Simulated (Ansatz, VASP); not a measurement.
## PbF2: VASP beside Ansatz

Contents of POSCAR:

```
PbF2
1.0
    0.0000000000      3.0143977500      2.9253022500
    3.0143977500      0.0000000000      2.9253022500
    3.0143977500      3.0143977500      0.0000000000
Pb F
1 2
Direct
    0.0000000000      0.0000000000      0.0000000000
    0.2500000000      0.2500000000      0.2500000000
    0.7500000000      0.7500000000      0.7500000000
```

File INCAR.step1:

```
ALGO     = Normal         # electronic algorithm
EDIFF    = 1E-4           # SCF threshold, eV
ENCUT    = 520            # plane-wave cutoff, eV
GGA      = PE             # functional
ISMEAR   = 0              # smearing method
LASPH    = True           # aspherical terms in the spheres
LCHARG   = False          # write CHGCAR
LREAL    = False          # projectors in reciprocal space
LWAVE    = True           # write WAVECAR
NBANDS   = 21             # bands
NELM     = 100            # most SCF steps
PREC     = Accurate       # precision mode
SIGMA    = 0.05           # smearing width, eV
```

File INCAR.step2:

```
ALGO     = Normal         # electronic algorithm
EDIFF    = 1E-6           # SCF threshold, eV
ENCUT    = 520            # plane-wave cutoff, eV
ISIF     = 2              # what is computed and relaxed
ISMEAR   = 0              # smearing method
ISTART   = 1            
LASPH    = True           # aspherical terms in the spheres
LCHARG   = False          # write CHGCAR
LMIXTAU  = True         
LREAL    = False          # projectors in reciprocal space
LWAVE    = False          # write WAVECAR
METAGGA  = R2SCAN         # meta-GGA
NBANDS   = 21             # bands
NELM     = 100            # most SCF steps
PREC     = Accurate       # precision mode
SIGMA    = 0.05           # smearing width, eV
```

Contents of KPOINTS:

```
k-points
0
Gamma
  8 8 8
```

Input for Ansatz:

```yaml
crystal:
  lattice:
    - [0.0, 3.01439775, 2.92530225]
    - [3.01439775, 0.0, 2.92530225]
    - [3.01439775, 3.01439775, 0.0]
  atoms:
    - { symbol: Pb, position: [0.0, 0.0, 0.0] }
    - { symbol: F, position: [0.25, 0.25, 0.25] }
    - { symbol: F, position: [0.75, 0.75, 0.75] }
basis:
  ecutwfc: 500
kpoints:
  mp_grid: { grid: [8, 8, 8] }
hamiltonian:
  xc: r2scan
scf:
  occupations: { method: gaussian, width: 0.05 }
output:
  forces: true
  stress: true
  eigenvalues: true
```

Change from the starting cell: strain +0.015 along x and y, -0.015 along z, atoms carried along.

Alike in both runs: task single point; functional r2SCAN; k mesh 8 × 8 × 8; occupations gaussian, width 0.05 eV; no spin polarisation.

```csv
,VASP,Ansatz
version,VASP 6.6.1,Ansatz 0.2.0
potentials or method,"VASP PAW PBE potentials, release 64 (Pb_d, F), cutoff 520 eV","scalar-relativistic, plane waves, PAW"
valence electrons in the cell,28,28
```

VASP gave:

```
gap on the k mesh at the Fermi level (eV)                     : 4.82
least direct gap on the mesh (eV)                             : 5.05
pressure (GPa)                                                : -1.9
traceless stress, the component that is largest in VASP (GPa) : 1.09
```

Task: Which values does Ansatz return?

Result: gap on the k mesh at the Fermi level (eV): 4.82; least direct gap on the mesh (eV): 5.05; pressure (GPa): -1.8; traceless stress, the component that is largest in VASP (GPa): 1.10.

VASP's potentials were made for PBE, not for r2SCAN. The functional is the same, so the differences come from potentials, cutoffs and numerics.

Neither program's run includes spin-orbit coupling.
